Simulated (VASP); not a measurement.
# SnH7 (F-43m) in VASP: single point with PBE

Aim: the single point of SnH7 with PBE.

Everything below comes from runs of VASP 6.6.1. Logs are shortened: lines on timing, memory, paths and dates and some standing lists are left out, and cuts for length are marked.

### 1 The cell of the first run

Symmetry: F-43m, No. 216, cubic system. The conventional cell has a = 6.399 Å, b = 6.399 Å, c = 6.399 Å, α = 90.00°, β = 90.00°, γ = 90.00°. Within 3.2 Å of Sn (site symmetry -43m) lie 18 H at 2.36 to 3.20 Å. Within 1.8 Å of H (site symmetry 2mm) lie 4 H at 1.33 Å. H (site symmetry -43m) has 12 H at 2.36 Å and 6 Sn at 3.20 Å within 3.2 Å.

### 2 Single point, PBE

POSCAR reads:

```
SnH7
1.0
    0.0000000000      3.1996753245      3.1996753245
    3.1996753245      0.0000000000      3.1996753245
    3.1996753245      3.1996753245      0.0000000000
Sn H
1 7
Direct
    0.2500000000      0.2500000000      0.2500000000
    0.6465287090      0.3534712910      0.3534712910
    0.3534712910      0.6465287090      0.6465287090
    0.6465287090      0.3534712910      0.6465287090
    0.3534712910      0.6465287090      0.3534712910
    0.6465287090      0.6465287090      0.3534712910
    0.3534712910      0.3534712910      0.6465287090
    0.7500000000      0.7500000000      0.7500000000
```

INCAR.step1 reads:

```
SYSTEM = SnH7
PREC = Accurate
ENCUT = 520
EDIFF = 1E-7
ISMEAR = 0
SIGMA = 0.1
LREAL = .FALSE.
LASPH = .TRUE.
NELM = 80
ALGO = Normal
ISIF = 2
LWAVE = .FALSE.
LCHARG = .TRUE.
GGA = PE
NBANDS = 20
```

KPOINTS.step1 reads:

```
regular mesh
0
G
  10 10 10
  0 0 0
```

INCAR.step2 reads:

```
SYSTEM = SnH7
PREC = Accurate
ENCUT = 520
EDIFF = 1E-7
ISMEAR = -5
SIGMA = 0.1
LREAL = .FALSE.
LASPH = .TRUE.
NELM = 80
ALGO = Normal
ISIF = 2
LWAVE = .FALSE.
LCHARG = .FALSE.
GGA = PE
LORBIT = 10
NBANDS = 20
NEDOS = 2001
ICHARG = 11
```

KPOINTS.step2 reads:

```
regular mesh
0
G
  15 15 15
  0 0 0
```

Potentials or basis: VASP PAW PBE potentials, release 64 (Sn_d, H).

On the command line:

```console
$ cat potpaw_PBE.64/Sn_d/POTCAR potpaw_PBE.64/H/POTCAR > POTCAR
$ cp INCAR.step1 INCAR
$ cp KPOINTS.step1 KPOINTS
$ mpirun -np 1 vasp_std > vasp.out
$ cp INCAR.step2 INCAR
$ cp KPOINTS.step2 KPOINTS
$ mpirun -np 1 vasp_std > vasp.out
```

OUTCAR:

```text
SYSTEM = SnH7
   PREC = Accurate
   ENCUT = 520
   EDIFF = 1E-7
   ISMEAR = -5
   LREAL = .FALSE.
   LASPH = .TRUE.
   NELM = 80
   ISIF = 2
   GGA = PE
   LORBIT = 10
   ICHARG = 11

 ion  position               nearest neighbor table
   1  0.250  0.250  0.250-
   2  0.647  0.353  0.353-
   3  0.353  0.647  0.647-
   4  0.647  0.353  0.647-
   5  0.353  0.647  0.353-
   6  0.647  0.647  0.353-
   7  0.353  0.353  0.647-
   8  0.750  0.750  0.750-

  LATTYP: Found a face centered cubic cell.
 ALAT       =     6.3993506490

  Lattice vectors:

 A1 = (   0.0000000000,   3.1996753245,   3.1996753245)
 A2 = (   3.1996753245,   0.0000000000,   3.1996753245)
 A3 = (   3.1996753245,   3.1996753245,   0.0000000000)

Analysis of symmetry for initial positions (statically):
=====================================================================
 Subroutine PRICEL returns:
 Original cell was already a primitive cell.

 Routine SETGRP: Setting up the symmetry group for a
 face centered cubic supercell.

 Subroutine GETGRP returns: Found 24 space group operations
 (whereof 24 operations were pure point group operations)
 out of a pool of 48 trial point group operations.

The static configuration has the point symmetry T_d .

Analysis of symmetry for dynamics (positions and initial velocities):
=====================================================================
 Subroutine PRICEL returns:
 Original cell was already a primitive cell.

 Routine SETGRP: Setting up the symmetry group for a
 face centered cubic supercell.

 Subroutine GETGRP returns: Found 24 space group operations
 (whereof 24 operations were pure point group operations)
 out of a pool of 48 trial point group operations.

The dynamic configuration has the point symmetry T_d .

 Subroutine INISYM returns: Found 24 space group operations
 (whereof 24 operations are pure point group operations),
 and found     1 'primitive' translations

----------------------------------------------------------------------------------------
[... 117 lines left out ...]
   PSTRESS=    0.0 pullay stress
   NELECT =      21.0000    total number of electrons
   NUPDOWN=      -1.0000    fix difference up-down
   EMIN   =  10.00;   EMAX   =-10.00  energy-range for DOS
   EFERMI =   0.00;   METHOD = LEGACY
   ISMEAR =    -5;   SIGMA  =   0.10  broadening in eV -4-tet -1-fermi 0-gaus
   EFERMI_NEDOS =   21; number of points for ismear=-14 and -15
   IALGO  =     38    algorithm
   IMIX   =      4    mixing-type and parameters
     AMIX     =   0.40;   BMIX     =  1.00
     AMIX_MAG =   1.60;   BMIX_MAG =  1.00
  volume/ion in A,a.u.               =       8.19        55.27
  Fermi-wavevector in a.u.,A,eV,Ry     =   1.120380  2.117211 17.078732  1.255251
  Thomas-Fermi vector in A             =   2.257026
   LORBIT       =     10    0 simple, 1 ext, 2 COOP (PROOUT), +10 PAW based schemes
   GGA     = PE    functional components
   LHFCALC =     F    Hartree Fock is set to
   AEXX    =    0.0000 exact exchange contribution
   IVDW    =     0    specifies the selected vdW correction
   LEPSILON=     F    determine dielectric tensor
   LRPA    =     F    only Hartree local field effects (RPA)
 non-spin polarized calculation
 Fermi weights with tetrahedron method with Bloechl corrections
  energy-cutoff  :      520.00
  volume of cell :       65.52
 maximum number of plane-waves:      1807
 NGX is ok and might be reduce to    36

 number of electron      21.0000002 magnetization

 Free energy of the ion-electron system (eV)
  ---------------------------------------------------
  ext. energy  EPLUGINS =         0.00000000
  ---------------------------------------------------
  free energy    TOTEN  =       -18.70399375 eV

  energy without entropy =      -18.70399375  energy(sigma->0) =      -18.70399375

 E-fermi :   3.0004     XC(G=0):  -9.0740

 val. band max:        3.0146039048   @ k =   0.2667   0.0000   0.0000
 cond. band min:       2.9652413108   @ k =  -0.4000   0.2667   0.1333
 fundamental gap:     -0.0493625941
 Fermi energy:         3.0003867809

 k-point     1 :       0.0000    0.0000    0.0000
  band No.  band energies     occupation
      1     -18.7400      2.00000
      2     -18.7400      2.00000
      3     -18.7400      2.00000
      4     -18.7143      2.00000
      5     -18.7143      2.00000
      6     -10.2329      2.00000
[... 541 lines left out ...]
     19      12.2610      0.00000
     20      14.3561      0.00000

 [... further k-points ...]

------------------------ aborting loop because EDIFF is reached ----------------------------------------

  FORCE on cell =-STRESS in cart. coord.  units (eV):
  Direction    XX          YY          ZZ          XY          YZ          ZX
  --------------------------------------------------------------------------------------
  -------------------------------------------------------------------------------------
  Total       -0.1145775     -0.1145775     -0.1145775      0.0000000      0.0000000      0.0000000
  in kB       -2.8019609     -2.8019609     -2.8019609      0.0000000      0.0000000      0.0000000
  external PRESSURE =      -2.8019609 kB  Pullay stress =       0.0000000 kB

 VOLUME and BASIS-vectors are now :
 -----------------------------------------------------------------------------
  energy-cutoff  :      520.00
  volume of cell :       65.52
      direct lattice vectors                 reciprocal lattice vectors
     0.000000000  3.199675324  3.199675324    -0.156265855  0.156265855  0.156265855
     3.199675324  0.000000000  3.199675324     0.156265855 -0.156265855  0.156265855
     3.199675324  3.199675324  0.000000000     0.156265855  0.156265855 -0.156265855

 POSITION                                       TOTAL-FORCE (eV/Angst)
 -----------------------------------------------------------------------------------
      1.59984      1.59984      1.59984        -0.000000     -0.000000     -0.000000
      2.26199      3.19968      3.19968        -0.005300     -0.000000     -0.000000
      4.13736      3.19968      3.19968         0.005300     -0.000000     -0.000000
      3.19968      4.13736      3.19968        -0.000000      0.005300     -0.000000
      3.19968      2.26199      3.19968        -0.000000     -0.005300     -0.000000
      3.19968      3.19968      4.13736        -0.000000     -0.000000      0.005300
      3.19968      3.19968      2.26199        -0.000000     -0.000000     -0.005300
      4.79951      4.79951      4.79951        -0.000000     -0.000000     -0.000000
 -----------------------------------------------------------------------------------
    total drift:                               -0.000000     -0.000000     -0.000000

  FREE ENERGIE OF THE ION-ELECTRON SYSTEM (eV)
  ---------------------------------------------------
  free  energy   TOTEN  =       -18.7039937527 eV

  energy  without entropy=      -18.7039937527  energy(sigma->0) =      -18.70399375

 total charge

# of ion       s       p       d       tot
------------------------------------------
    1        1.326   0.760   9.996  12.083
    2        0.440   0.029   0.000   0.469
    3        0.440   0.029   0.000   0.469
    4        0.440   0.029   0.000   0.469
    5        0.440   0.029   0.000   0.469
    6        0.440   0.029   0.000   0.469
    7        0.440   0.029   0.000   0.469
    8        0.402   0.003   0.000   0.405
--------------------------------------------------
tot          4.370   0.935   9.996  15.302
```

OSZICAR.step1:

```text
N       E                     dE             d eps       ncg     rms          rms(c)
DAV:   1     0.134504036521E+03    0.13450E+03   -0.99492E+03  1948   0.121E+03
DAV:   2    -0.446176452161E+01   -0.13897E+03   -0.13351E+03  1944   0.351E+02
DAV:   3    -0.192486780151E+02   -0.14787E+02   -0.14659E+02  2304   0.908E+01
DAV:   4    -0.196683620268E+02   -0.41968E+00   -0.41935E+00  2184   0.158E+01
DAV:   5    -0.196779973062E+02   -0.96353E-02   -0.96349E-02  2200   0.259E+00    0.403E+00
DAV:   6    -0.187799096633E+02    0.89809E+00   -0.15583E+00  2680   0.744E+00    0.163E+00
DAV:   7    -0.186984813998E+02    0.81428E-01   -0.51332E-01  2132   0.294E+00    0.517E-01
DAV:   8    -0.187000728844E+02   -0.15915E-02   -0.37969E-02  2104   0.133E+00    0.297E-01
DAV:   9    -0.187002527697E+02   -0.17989E-03   -0.35104E-03  2240   0.627E-01    0.921E-02
DAV:  10    -0.187003753931E+02   -0.12262E-03   -0.39870E-04  2160   0.150E-01    0.288E-02
DAV:  11    -0.187004024190E+02   -0.27026E-04   -0.96649E-05  1980   0.904E-02    0.137E-02
DAV:  12    -0.187004104358E+02   -0.80168E-05   -0.17612E-05  1932   0.317E-02    0.357E-03
DAV:  13    -0.187004100858E+02    0.34998E-06   -0.16879E-06  2180   0.719E-03    0.246E-03
DAV:  14    -0.187004101693E+02   -0.83452E-07   -0.28460E-07  1956   0.430E-03
   1 F= -.18700410E+02 E0= -.18694220E+02  d E =-.123808E-01
```

Run time: 4 min. Hardware: 1 thread of Intel Xeon 8259CL, shared host; peak memory 0.29 GiB.

What came out:

* Valence electrons inside the program's atomic spheres: Sn 12.08; H 0.47, 0.41 (each value once)

Levels at points of the mesh, in eV from the Fermi level:
```tsv
k point	band 9	band 10	band 11	band 12	band 13	band 14
(0.00, 0.00, 0.00)	-2.61	-2.61	-0.47	1.49	1.49	1.49
```

Caveat: spin-orbit coupling is left out, which moves the levels of the heavy elements.
